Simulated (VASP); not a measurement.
Input of a VASP 6.6.1 run:

File POSCAR:

```
Mg
1.0
    3.2305542618      0.0000000000      0.0000000000
   -1.6152771309      2.7977420591      0.0000000000
    0.0000000000      0.0000000000      5.2448063036
Mg
2
Direct
    0.6666666667      0.3333333333      0.7500000000
    0.3333333333      0.6666666667      0.2500000000
```

INCAR.step1

```
ALGO     = Normal         # electronic algorithm
EDIFF    = 1E-5           # SCF threshold, eV
ENCUT    = 520            # plane-wave cutoff, eV
GGA      = PE             # functional
ISIF     = 2              # what is computed and relaxed
ISMEAR   = -1             # smearing method
LASPH    = T              # aspherical terms in the spheres
LREAL    = F              # projectors in reciprocal space
LWAVE    = T              # write WAVECAR
NBANDS   = 9              # bands
NELM     = 100            # most SCF steps
PREC     = Accurate       # precision mode
SIGMA    = 0.05           # smearing width, eV
```

INCAR.step2

```
AEXX     = 0.25           # exact-exchange fraction
ALGO     = Normal         # electronic algorithm
EDIFF    = 1E-6           # SCF threshold, eV
ENCUT    = 520            # plane-wave cutoff, eV
ISIF     = 2              # what is computed and relaxed
ISMEAR   = -1             # smearing method
ISTART   = 1            
LASPH    = T              # aspherical terms in the spheres
LCHARG   = T              # write CHGCAR
LELF     = T              # ELF
LHFCALC  = T              # exact exchange
LMIXTAU  = T            
LREAL    = F              # projectors in reciprocal space
LVHAR    = T            
LWAVE    = F              # write WAVECAR
METAGGA  = R2SCAN         # meta-GGA
NBANDS   = 9              # bands
NELM     = 100            # most SCF steps
PREC     = Accurate       # precision mode
PRECFOCK = Normal       
SIGMA    = 0.05           # smearing width, eV
```

KPOINTS

```
k-points
0
Gamma
  5 5 3
```

Potentials or basis: VASP PAW PBE potentials, release 64 (Mg).

Command:

```sh
$ cat potpaw_PBE.64/Mg/POTCAR > POTCAR
$ cp INCAR.step1 INCAR
$ mpirun -np 1 vasp_std > vasp.out
$ cp INCAR.step2 INCAR
$ mpirun -np 1 vasp_std > vasp.out
```

**Question.** Predict the band gap on the k mesh.

**Answer.** Zero (band 2 reaches 3.30 eV, above the bottom of band 3 at 0.70 eV).

**Question.** What does it give for the pressure?

**Answer.** -1.9 GPa.

Stress tensor (GPa, compression positive):
```
-2.14  0.00  0.00
 0.00 -2.14  0.00
 0.00  0.00 -1.36
```

Caveat: the k points lie up to 0.45 Å⁻¹ apart; the PAW data sets were made with another functional, which shifts forces and pressure a little.
